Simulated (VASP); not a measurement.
Runs of VASP 6.6.1 on Mo3P4. The structure is that of space group Pm-3m (No. 221), or close to it. The cells are those of the table. 

```csv
task,spin,cell,k mesh,cutoff (eV),k mesh for the DOS,occupations for the DOS,gap on the mesh (eV),pressure (GPa),relaxed volume (Å³/atom)
single point,off,"a = 4.824 Å, 7 atoms",8 × 8 × 8,520,-,-,none,0.0,-
single point,off,"a = 5.218 Å, 7 atoms",4 × 4 × 4,520,-,-,none,(b),-
single point,off,"a = 4.828 Å, 7 atoms",4 × 4 × 4,520,-,-,none,-0.1,-
single point,"collinear, ferromagnetic start","a = 4.828 Å, 7 atoms",4 × 4 × 4,520,-,-,none,0.1,-
relaxation of cell and atoms,off,"relaxed from a = 5.218 Å, 7 atoms",4 × 4 × 4,600,-,-,none,-0.3,(a)
relaxation of cell and atoms,off,"relaxed from a = 4.828 Å, 7 atoms",8 × 8 × 8,600,-,-,none,0.0,16.03
```

Alike in all rows: level PBE; potentials or basis VASP PAW PBE potentials, release 64 (Mo_sv, P); smearing gaussian 0.1 eV.

Question: Estimate the missing entries.

Answer: (a) 16.11; (b) -22.3.

Caveats: the volume moved by over 15 % at a fixed basis, so the end points are rough (some runs).

A k mesh can miss the band edges, and the runs leave out spin-orbit coupling on Mo.

A gap of «none» marks levels without a gap at the run's occupations.
